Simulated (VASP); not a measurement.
A run of VASP 6.6.1 is set up as follows.

Contents of INCAR:

```
SYSTEM = Sn
ALGO = Normal
EDIFF = 1E-6
ENCUT = 520
ISIF = 2
ISMEAR = 0
LASPH = .TRUE.
LCHARG = .FALSE.
LREAL = .FALSE.
LWAVE = .FALSE.
NBANDS = 21
NELM = 60
PREC = Accurate
SIGMA = 0.1
```

KPOINTS

```
k-points
0
G
  6 6 6
  0 0 0
```

File POSCAR:

```
Sn
1.0
    0.0000000000      3.0984605793      3.0984605793
    3.0984605793      0.0000000000      3.0984605793
    3.0984605793      3.0984605793      0.0000000000
Sn
2
Direct
    0.0000000000      0.0000000000      0.0000000000
    0.2500000000      0.2500000000      0.2500000000
```

Potentials or basis: VASP PAW LDA potentials, release 64 (Sn_d).

Run with:

```console
$ cat potpaw_LDA.64/Sn_d/POTCAR > POTCAR
$ mpirun -np 1 vasp_std > vasp.out
```

Q: Predict the pressure.

A: 8.2 GPa.

Q: Estimate the band gap on the k mesh.

A: 0.11 eV, indirect (the least direct gap lies 2.9 meV higher).

Caveat: spin-orbit coupling is left out, which moves the levels of the heavy elements. A k mesh can miss the band edges.
